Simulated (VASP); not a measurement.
Input of a VASP 6.6.1 run:

File POSCAR:

```
WC
1.0
    0.0219268400      2.2036474200      2.2036474200
    2.2036474200      0.0219268400      2.2036474200
    2.2036474200      2.2036474200      0.0219268400
W C
1 1
Direct
    0.0000000000      0.0000000000      0.0000000000
    0.5000000000      0.5000000000      0.5000000000
```

INCAR.step1

```
PREC = Accurate ; ENCUT = 520
ISMEAR = -1 ; SIGMA = 0.1
LREAL = F ; LASPH = T
NELM = 100 ; NBANDS = 16
GGA = PE ; ALGO = Normal
EDIFF = 1E-4 ; LWAVE = T
LCHARG = F
```

INCAR.step2

```
PREC = Accurate ; ENCUT = 520
EDIFF = 1E-7 ; ISMEAR = -1
SIGMA = 0.1 ; LREAL = F
LASPH = T ; NELM = 100
ALGO = Normal ; ISIF = 2
LWAVE = F ; LCHARG = F
METAGGA = R2SCAN ; LMIXTAU = T
NBANDS = 16 ; ISTART = 1
```

Contents of KPOINTS:

```
regular mesh
0
Gamma
  14 14 14
```

Potentials or basis: VASP PAW PBE potentials, release 64 (W_sv, C).

Command:

```console
$ cat potpaw_PBE.64/W_sv/POTCAR potpaw_PBE.64/C/POTCAR > POTCAR
$ cp INCAR.step1 INCAR
$ mpirun -np 1 vasp_std > vasp.out
$ cp INCAR.step2 INCAR
$ mpirun -np 1 vasp_std > vasp.out
```

What does it give for the pressure?

-3.4 GPa.

Estimate the band gap on the k mesh.

zero (band 9 reaches 13.42 eV, above the bottom of band 10 at 10.23 eV).

Stress tensor (GPa, compression positive):
```
-3.42 -1.02 -1.02
-1.02 -3.42 -1.02
-1.02 -1.02 -3.42
```

Caveat: the PAW data sets were made with another functional, which shifts forces and pressure a little; spin-orbit coupling is left out, which moves the levels of the heavy elements.
